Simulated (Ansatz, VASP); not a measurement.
This is a calculation of TiCo for VASP 6.6.1.

The input INCAR:

```
ALGO = Normal ; EDIFF = 1E-7
ENCUT = 520 ; GGA = PE
ISIF = 2 ; ISMEAR = 0
ISPIN = 2 ; LASPH = True
LCHARG = False ; LMAXMIX = 4
LORBIT = 11 ; LREAL = False
LWAVE = False ; MAGMOM = 2 1
NBANDS = 22 ; NELM = 150
PREC = Accurate ; SIGMA = 0.011
```

KPOINTS

```
k-points
0
Gamma
  9 9 9
```

The input POSCAR:

```
TiCo
1.0
    2.9861109900      0.0000000000      0.0000000000
    0.0000000000      2.9861109900      0.0000000000
    0.0000000000      0.0000000000      2.9861109900
Co Ti
1 1
Direct
    0.5000000000      0.5000000000      0.5000000000
    0.0000000000      0.0000000000      0.0000000000
```

Potentials or basis: VASP PAW PBE potentials, release 64 (Co, Ti_sv).

Command:

```console
$ cat potpaw_PBE.64/Co/POTCAR potpaw_PBE.64/Ti_sv/POTCAR > POTCAR
$ mpirun -np 1 vasp_std > vasp.out
```

**Question.** Set up the same calculation for Ansatz 0.2.0. Potentials there: all-electron LAPW, scalar-relativistic.

**Answer.** As run (the cutoff follows the program's own potentials):

The input input.yaml:

```yaml
crystal:
  lattice:
    - [2.98611099, 0.0, 0.0]
    - [0.0, 2.98611099, 0.0]
    - [0.0, 0.0, 2.98611099]
  atoms:
    - { symbol: Co, position: [0.5, 0.5, 0.5], spin: 2.0 }
    - { symbol: Ti, position: [0.0, 0.0, 0.0], spin: 1.0 }
kpoints:
  mp_grid: { grid: [9, 9, 9] }
scf:
  occupations: { method: gaussian, width: 0.011 }
hamiltonian:
  xc: pbe
  pseudopotentials: { kind: all_electron, lapw: { basis_error: 0.001 } }
magnetization:
  spin_polarized: true
output:
  forces: true
  stress: true
  eigenvalues: true
```

Potentials or basis: all-electron LAPW, scalar-relativistic.

The run is started by

```sh
$ ansatz run input.yaml --threads 2 --pin off --max-ram 6144MiB --backend cpu --events-out ev --progress --plain --runs-dir out
```

Both were run:

|  | VASP | Ansatz | Ansatz less VASP |
| --- | --- | --- | --- |
| gap on the k mesh at the Fermi level (eV) | none | none | - |
| pressure (GPa) | -0.9 | -0.5 | +0.34 |
| net moment per atom (μB) | 0.42 | 0.42 | 0.000 |
| size of the moment on the site where the two differ most (μB) | 0.92 | 0.95 | +0.029 |

Site moments also hang on the region over which each program counts them. A gap of «none» marks a metal or a gap that the smearing closes. Ansatz ran all-electron here, and VASP with PAW potentials.
